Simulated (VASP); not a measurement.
Runs of VASP 6.6.1 on Al2Cu. The structure is that of space group I4/mcm (No. 140), or close to it. The cells are those of the table. 

```csv
level,cell,k mesh,gap on the mesh (eV),pressure (GPa)
PBE,"a = 4.932 Å, angles 104.0, 104.0, 121.2°, 6 atoms",8 × 8 × 8,none,(b)
r2SCAN,"a = 4.779 Å, angles 103.9, 103.9, 121.4°, 6 atoms",9 × 9 × 9,none,7.9
r2SCAN,"a = 4.813 Å, angles 103.9, 103.9, 121.4°, 6 atoms",9 × 9 × 9,none,4.9
PBEsol,"a = 4.883 Å, angles 103.9, 103.9, 121.2°, 6 atoms",8 × 8 × 8,none,0.3
r2SCAN,"a = 4.878 Å, angles 103.9, 103.9, 121.4°, 6 atoms",8 × 8 × 8,none,(a)
```

Alike in all rows: task single point; potentials or basis VASP PAW PBE potentials, release 64 (Al, Cu); no spin polarisation; cutoff (eV) 520; smearing fermi-dirac 0.1 eV.

Task: Fill in the values left out.

Result: (a) -0.2; (b) 0.2.

Caveats: the PAW data sets were made with another functional, which shifts forces and pressure a little (at least some runs); the cell stands under pressure (at least some runs).

A gap of «none» marks levels without a gap at the run's occupations.
